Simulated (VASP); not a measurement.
A run of VASP 6.6.1:

Contents of INCAR:

```
  PREC = Accurate
  ENCUT = 600
  EDIFF = 1E-7
  ISMEAR = -1
  SIGMA = 0.1
  LREAL = False
  LASPH = True
  NELM = 100
  ALGO = Normal
  ISIF = 3
  LWAVE = False
  LCHARG = False
  GGA = RE
  IBRION = 2
  NSW = 80
  EDIFFG = -0.01
```

KPOINTS

```
Automatic mesh
0
Gamma
  14 14 14
```

The input POSCAR:

```
Rh
1.0
    0.0000000000      1.9015500000      1.9015500000
    1.9015500000      0.0000000000      1.9015500000
    1.9015500000      1.9015500000      0.0000000000
Rh
1
Direct
    0.0000000000      0.0000000000      0.0000000000
```

Potentials or basis: VASP PAW PBE potentials, release 64 (Rh_pv).

Command:

```sh
$ cat potpaw_PBE.64/Rh_pv/POTCAR > POTCAR
$ mpirun -np 1 vasp_std > vasp.out
```

Hardware: 1 thread of AMD EPYC 7571, on a shared host.

Problem. Estimate the wall time of this run.

Solution. Run time: 2.3 min on 1 thread of AMD EPYC 7571, on a shared host, peak memory 0.13 GiB. Counts: scf iterations 38, k points 104, ion steps 4.
